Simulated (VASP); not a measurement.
# TiSi16 (a cell with a defect) in VASP: single point with PBE+D3(BJ)

Aim: the single point of TiSi16 (a cell with a defect) with PBE+D3(BJ).

All numbers are computed with VASP 6.6.1; they aren't measurements. Logs are shortened: lines on timing, memory, paths and dates and some standing lists are left out, and cuts for length are marked.

### 1 The cell of the first run

The cell holds a defect, 17 atoms: a = 7.679 Å, b = 7.679 Å, c = 7.679 Å, α = 60.00°, β = 60.00°, γ = 60.00°.

### 2 Single point, PBE+D3(BJ)

The input, INCAR:

```
SYSTEM = TiSi16
  PREC = Accurate
  ENCUT = 520
  EDIFF = 1E-6
  ISMEAR = -1
  SIGMA = 0.02
  LREAL = Auto
  LASPH = .True.
  NELM = 80
  ALGO = Normal
  ISIF = 2
  LWAVE = .False.
  LCHARG = .False.
  GGA = PE
  IVDW = 12
  NBANDS = 52
```

The input, KPOINTS:

```
regular mesh
0
Gamma
  2 2 2
  0 0 0
```

The input, POSCAR:

```
TiSi16
1.0
    0.0000000000      5.4300000000      5.4300000000
    5.4300000000      0.0000000000      5.4300000000
    5.4300000000      5.4300000000      0.0000000000
Si Ti
16 1
Direct
    0.0364346225     -0.0121526703     -0.0117456722
    0.1342139042      0.1245446593      0.1249488950
   -0.0077956722      0.0109654696      0.4987954880
    0.1341492634      0.1245776243      0.6170883057
   -0.0077110497      0.4983926335      0.0113233886
    0.1342292818      0.6166773481      0.1249445672
   -0.0077839779      0.4984250460      0.4987871087
    0.0886969613      0.6371026703      0.6374809392
    0.5062992634      0.0087239411      0.0091224678
    0.6647796501      0.1118111418      0.1121382136
    0.5062326888      0.0087562615      0.4767116943
    0.6187439227      0.1551962247      0.6134339779
    0.5063209945      0.4763930018      0.0090709024
    0.6188464088      0.6130941068      0.1555434622
    0.4594019337      0.5135768877      0.5139120626
    0.6187591160      0.6131419890      0.6133727440
    0.6546327808      0.7818497238      0.7821736648
```

Potentials or basis: VASP PAW PBE potentials, release 64 (Si, Ti_sv).

Command:

```bash
> cat potpaw_PBE.64/Si/POTCAR potpaw_PBE.64/Ti_sv/POTCAR > POTCAR
> mpirun -np 1 vasp_std > vasp.out
```

OUTCAR:

```text
SYSTEM = TiSi16
   PREC = Accurate
   ENCUT = 520
   EDIFF = 1E-6
   ISMEAR = -1
   LREAL = Auto
   LASPH = .True.
   NELM = 80
   ISIF = 2
   GGA = PE
   IVDW = 12
 IVDW          = 12

 ion  position               nearest neighbor table
   1  0.036  0.988  0.988-  10 2.33   6 2.33   4 2.33   2 2.33
   2  0.134  0.125  0.125-   1 2.33   9 2.34   5 2.35   3 2.35
   3  0.992  0.011  0.499-  12 2.35   4 2.35   2 2.35   8 2.35
   4  0.134  0.125  0.617-   1 2.33  11 2.34   7 2.35   3 2.35
   5  0.992  0.498  0.011-  14 2.35   6 2.35   2 2.35   8 2.35
   6  0.134  0.617  0.125-   1 2.33  13 2.34   5 2.35   7 2.35
   7  0.992  0.498  0.499-  16 2.35   6 2.35   4 2.35   8 2.35
   8  0.089  0.637  0.637-  15 2.32   5 2.35   7 2.35   3 2.35  17 2.72
   9  0.506  0.009  0.009-  10 2.30   2 2.34  14 2.48  12 2.48  17 2.54
  10  0.665  0.112  0.112-  13 2.30  11 2.30   9 2.30   1 2.33
  11  0.506  0.009  0.477-  10 2.30   4 2.34  16 2.48  12 2.48  17 2.54
  12  0.619  0.155  0.613-  15 2.26   3 2.35  17 2.41  11 2.48   9 2.48
  13  0.506  0.476  0.009-  10 2.30   6 2.34  14 2.48  16 2.48  17 2.54
  14  0.619  0.613  0.156-  15 2.26   5 2.35  17 2.41   9 2.48  13 2.48
  15  0.459  0.514  0.514-  12 2.26  14 2.26  16 2.26   8 2.32
  16  0.619  0.613  0.613-  15 2.26   7 2.35  17 2.41  11 2.48  13 2.48
  17  0.655  0.782  0.782-  12 2.41  16 2.41  14 2.41  13 2.54   9 2.54  11 2.54   8 2.72

  LATTYP: Found a face centered cubic cell.
 ALAT       =    10.8600000000

  Lattice vectors:

 A1 = (   0.0000000000,   5.4300000000,   5.4300000000)
 A2 = (   5.4300000000,   0.0000000000,   5.4300000000)
 A3 = (   5.4300000000,   5.4300000000,   0.0000000000)

Analysis of symmetry for initial positions (statically):
=====================================================================
 Subroutine PRICEL returns:
 Original cell was already a primitive cell.

 Routine SETGRP: Setting up the symmetry group for a
 face centered cubic supercell.

 Subroutine GETGRP returns: Found  1 space group operations
 (whereof  1 operations were pure point group operations)
 out of a pool of 48 trial point group operations.

The static configuration has the point symmetry C_1 .

Analysis of symmetry for dynamics (positions and initial velocities):
=====================================================================
 Subroutine PRICEL returns:
 Original cell was already a primitive cell.

 Routine SETGRP: Setting up the symmetry group for a
 face centered cubic supercell.

 Subroutine GETGRP returns: Found  1 space group operations
 (whereof  1 operations were pure point group operations)
 out of a pool of 48 trial point group operations.

The dynamic configuration has the point symmetry C_1 .

 Subroutine INISYM returns: Found  1 space group operations
 (whereof  1 operations are pure point group operations),
 and found     1 'primitive' translations

----------------------------------------------------------------------------------------

                                     Primitive cell

  volume of cell :     320.2060

  direct lattice vectors                    reciprocal lattice vectors
     0.000000000  5.430000000  5.430000000    -0.092081031  0.092081031  0.092081031
     5.430000000  0.000000000  5.430000000     0.092081031 -0.092081031  0.092081031
     5.430000000  5.430000000  0.000000000     0.092081031  0.092081031 -0.092081031

  length of vectors
     7.679179644  7.679179644  7.679179644     0.159489025  0.159489025  0.159489025

  position of ions in fractional coordinates (direct lattice)
     0.036434623  0.987847330  0.988254328
     0.134213904  0.124544659  0.124948895
     0.992204328  0.010965470  0.498795488
     0.134149263  0.124577624  0.617088306
     0.992288950  0.498392634  0.011323389
     0.134229282  0.616677348  0.124944567
[... 9 lines left out ...]
     0.618759116  0.613141989  0.613372744
     0.654632781  0.781849724  0.782173665

  ion indices of the primitive-cell ions
   primitive index   ion index
                 1           1
                 2           2
                 3           3
                 4           4
                 5           5
                 6           6
[... 9 lines left out ...]
                16          16
                17          17

----------------------------------------------------------------------------------------

 KPOINTS: regular mesh

Automatic generation of k-mesh.
 Grid dimensions read from file:
 generate k-points for:    2    2    2

 Generating k-lattice:

  Cartesian coordinates                     Fractional coordinates (reciprocal lattice)
    -0.046040516  0.046040516  0.046040516     0.500000000  0.000000000  0.000000000
     0.046040516 -0.046040516  0.046040516     0.000000000  0.500000000  0.000000000
     0.046040516  0.046040516 -0.046040516     0.000000000  0.000000000  0.500000000

  Length of vectors
     0.079744512  0.079744512  0.079744512

  Shift w.r.t. Gamma in fractional coordinates (k-lattice)
     0.000000000  0.000000000  0.000000000

 Subroutine IBZKPT returns following result:
 ===========================================

 Found      8 irreducible k-points:

 Following reciprocal coordinates:
            Coordinates               Weight
  0.000000  0.000000  0.000000      1.000000
  0.500000  0.000000  0.000000      1.000000
  0.000000  0.500000  0.000000      1.000000
  0.000000  0.000000  0.500000      1.000000
  0.500000  0.500000  0.500000      1.000000
  0.500000  0.500000  0.000000      1.000000
  0.000000  0.500000  0.500000      1.000000
  0.500000  0.000000  0.500000      1.000000
   k-points           NKPTS =      8   k-points in BZ     NKDIM =      8   number of bands    NBANDS=     52
   number of dos      NEDOS =    301   number of ions     NIONS =     17
   total plane-waves  NPLWV = 216000
   dimension x,y,z NGX =    60 NGY =   60 NGZ =   60
   dimension x,y,z NGXF=   120 NGYF=  120 NGZF=  120
   ions per type =              16   1
   NGX,Y,Z   is equivalent  to a cutoff of  12.99, 12.99, 12.99 a.u.
   NGXF,Y,Z  is equivalent  to a cutoff of  25.98, 25.98, 25.98 a.u.
 SYSTEM =  TiSi16
   PREC   = accura    normal or accurate (medium, high low for compatibility)
   ISTART =      0    job   : 0-new  1-cont  2-samecut
   ICHARG =      2    charge: 1-file 2-atom 10-const
   ISPIN  =      1    spin polarized calculation?
   LNONCOLLINEAR =      F non collinear calculations
   LSORBIT =      F    spin-orbit coupling
   LASPH  =      T    aspherical Exc in radial PAW
   ENCUT  =  520.0 eV  38.22 Ry    6.18 a.u.  14.28 14.28 14.28*2*pi/ulx,y,z
   NELM   =     80;   NELMIN=  2; NELMDL= -5     # of ELM steps
   EDIFF  = 0.1E-05   stopping-criterion for ELM
   LREAL  =      T    real-space projection
   EDIFFG = 0.1E-04   stopping-criterion for IOM
   NSW    =      0    number of steps for IOM
   IBRION =     -1    ionic relax: 0-MD 1-quasi-New 2-CG
   NFREE  =      0    steps in history (QN), initial steepest desc. (CG)
   ISIF   =      2    stress and relaxation
   ISYM   =      2    0-nonsym 1-usesym 2-fastsym
   POTIM  = 0.5000    time-step for ionic-motion
   TEBEG  =    0.0;   TEEND  =   0.0 temperature during run
   PSTRESS=    0.0 pullay stress
   NELECT =      76.0000    total number of electrons
   NUPDOWN=      -1.0000    fix difference up-down
   EMIN   =  10.00;   EMAX   =-10.00  energy-range for DOS
   EFERMI =   0.00;   METHOD = LEGACY
   ISMEAR =    -1;   SIGMA  =   0.02  broadening in eV -4-tet -1-fermi 0-gaus
   EFERMI_NEDOS =   21; number of points for ismear=-14 and -15
   IALGO  =     38    algorithm
   IMIX   =      4    mixing-type and parameters
     AMIX     =   0.40;   BMIX     =  1.00
     AMIX_MAG =   1.60;   BMIX_MAG =  1.00
  volume/ion in A,a.u.               =      18.84       127.11
  Fermi-wavevector in a.u.,A,eV,Ry     =   1.013607  1.915439 13.978610  1.027399
  Thomas-Fermi vector in A             =   2.146786
   LORBIT       =      0    0 simple, 1 ext, 2 COOP (PROOUT), +10 PAW based schemes
   GGA     = PE    functional components
   LHFCALC =     F    Hartree Fock is set to
   AEXX    =    0.0000 exact exchange contribution
   IVDW    =    12    specifies the selected vdW correction
   LEPSILON=     F    determine dielectric tensor
   LRPA    =     F    only Hartree local field effects (RPA)
 non-spin polarized calculation
  energy-cutoff  :      520.00
  volume of cell :      320.21
 maximum number of plane-waves:      8646
 NGX is ok and might be reduce to    60
   NGX = 29   NGY = 29   NGZ = 29

 number of electron      76.0000001 magnetization

 Free energy of the ion-electron system (eV)
  ---------------------------------------------------
  ext. energy  EPLUGINS =         0.00000000
  ---------------------------------------------------
  free energy    TOTEN  =       -91.24408737 eV

  energy without entropy =      -91.22767105  energy(sigma->0) =      -91.23587921

 E-fermi :   6.8943     XC(G=0):  -9.7595

 val. band max:        6.8882168021   @ k =   0.0000   0.0000   0.5000
 cond. band min:       6.9377662014   @ k =   0.0000   0.5000   0.5000
 fundamental gap:      0.0495493993
 Fermi energy:         6.8942806735

 k-point     1 :       0.0000    0.0000    0.0000
  band No.  band energies     occupation
      1     -49.9915      2.00000
      2     -26.4242      2.00000
      3     -26.3221      2.00000
      4     -26.3220      2.00000
      5      -5.6921      2.00000
      6      -3.5023      2.00000
[... 42 lines left out ...]
     49       8.2554      0.00000
     50       8.7072      0.00000

 k-point     2 :       0.5000    0.0000    0.0000
  band No.  band energies     occupation
      1     -49.9915      2.00000
      2     -26.4242      2.00000
      3     -26.3221      2.00000
      4     -26.3220      2.00000
      5      -4.9333      2.00000
      6      -4.8391      2.00000
[... 310 lines left out ...]
 k-point     8 :       0.5000    0.0000    0.5000
  band No.  band energies     occupation
      1     -49.9915      2.00000
      2     -26.4242      2.00000
      3     -26.3221      2.00000
      4     -26.3220      2.00000
      5      -4.6444      2.00000
      6      -4.5735      2.00000
[... 42 lines left out ...]
     49       9.9119      0.00000
     50      10.4853      0.00000
 [bands above 50 left out]

------------------------ aborting loop because EDIFF is reached ----------------------------------------

 Edisp (eV)   -5.83770

 E8    (eV) :    -2.4418

  FORCE on cell =-STRESS in cart. coord.  units (eV):
  Direction    XX          YY          ZZ          XY          YZ          ZX
  --------------------------------------------------------------------------------------
  -------------------------------------------------------------------------------------
  Total       3.26664     3.26560     3.27367     0.97508    -0.98152     0.97841
  in kB      16.34490    16.33969    16.38007     4.87890    -4.91114     4.89554
  external pressure =       16.35 kB  Pullay stress =        0.00 kB

 VOLUME and BASIS-vectors are now :
 -----------------------------------------------------------------------------
  energy-cutoff  :      520.00
  volume of cell :      320.21
      direct lattice vectors                 reciprocal lattice vectors
     0.000000000  5.430000000  5.430000000    -0.092081031  0.092081031  0.092081031
     5.430000000  0.000000000  5.430000000     0.092081031 -0.092081031  0.092081031
     5.430000000  5.430000000  0.000000000     0.092081031  0.092081031 -0.092081031

 POSITION                                       TOTAL-FORCE (eV/Angst)
 -----------------------------------------------------------------------------------
     10.73023      5.56406      5.56185         0.075275     -0.072783     -0.073682
      1.35475      1.40725      1.40506         0.058544     -0.084761     -0.084551
      2.76800      8.09613      5.44721         0.095280     -0.095367     -0.021322
      4.02725      4.07922      1.40489         0.085088     -0.058144     -0.083856
      2.76776      5.44962      8.09440         0.095149     -0.022161     -0.095093
      4.02701      1.40731      4.07742         0.084950     -0.084462     -0.058792
[... 9 lines left out ...]
      6.65998      6.69048      6.68922         0.082495     -0.159953     -0.160553
      8.49265      7.80186      7.80010        -1.255947      1.247510      1.246004
 -----------------------------------------------------------------------------------
    total drift:                               -0.025867      0.013291      0.011483

  FREE ENERGIE OF THE ION-ELECTRON SYSTEM (eV)
  ---------------------------------------------------
  free  energy   TOTEN  =       -97.0817877310 eV

  energy  without entropy=      -97.0653714114  energy(sigma->0) =      -97.07357957
```

Wall time 9.2 min (1 thread of AMD EPYC 7R43 (Zen 3), shared host); peak memory 0.44 GiB.

What came out:

* Free energy: -97.0818 eV
* Pressure: 1.6 GPa
* Largest force: 2.165 eV/Å
* Band gap on the k mesh: zero (bands 38 and 39 overlap by 0.31 eV)
* Dispersion energy per atom: -0.343 eV

Forces in eV/Å, atoms in the order of the input:
```
Si   0.075 -0.073 -0.074
Si   0.059 -0.085 -0.085
Si   0.095 -0.095 -0.021
Si   0.085 -0.058 -0.084
Si   0.095 -0.022 -0.095
Si   0.085 -0.084 -0.059
Si   0.022 -0.095 -0.095
Si   0.093 -0.092 -0.092
Si  -0.075 -0.087 -0.086
Si   0.040 -0.039 -0.040
Si   0.087  0.075 -0.086
Si   0.161 -0.161 -0.081
Si   0.087 -0.087  0.075
Si   0.160 -0.081 -0.161
Si   0.105 -0.103 -0.103
Si   0.082 -0.160 -0.161
Ti  -1.256  1.248  1.246
```

Caveat: the k points lie up to 0.50 Å⁻¹ apart.
